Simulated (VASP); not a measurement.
MgSn4N, 6 atoms in the cell. Symmetry: P4/mmm, No. 123, tetragonal system. Conventional cell: a = 4.892 Å, b = 4.892 Å, c = 6.981 Å, α = 90.00°, β = 90.00°, γ = 90.00°. Within 3.9 Å of Mg (site symmetry 4/mmm) lie 8 Sn at 2.95 Å. Within 3.9 Å of Sn (site symmetry 2mm) lie 2 Mg at 2.95 Å and 2 N at 3.06 Å and 6 Sn at 3.31 to 3.67 Å. Within 4.0 Å of N (site symmetry 4/mmm) lie 8 Sn at 3.06 Å. The cell was generated, and may not be a known phase.

- Program: VASP 6.6.1
- Task: relaxation of cell and atoms
- Functional: PBE
- Potentials or basis: VASP PAW PBE potentials, release 64 (Mg, Sn_d, N)
- Cutoff: 600 eV
- k mesh: 4 × 4 × 4
- Occupations: gaussian, width 0.1 eV
- Spin: no spin polarisation
- Dipole correction: no
- Further INCAR settings: ALGO = Fast; EDIFF = 1e-06; IBRION = 2; EDIFFG = -0.04; NSW = 90; ISIF = 3

Potentials or basis: VASP PAW PBE potentials, release 64 (Mg, Sn_d, N).

The run is started by

```console
$ cat potpaw_PBE.64/Mg/POTCAR potpaw_PBE.64/Sn_d/POTCAR potpaw_PBE.64/N/POTCAR > POTCAR
$ mpirun -np 1 vasp_std > vasp.out
```

Hardware: 1 thread of Oxide Virtual Turin-like Processor, on a shared host.

Task: Estimate the wall time of this run.

Result: Run time: 36 min on 1 thread of Oxide Virtual Turin-like Processor, on a shared host, peak memory 0.35 GiB. Counts: scf iterations 197, k points 18, ion steps 17.
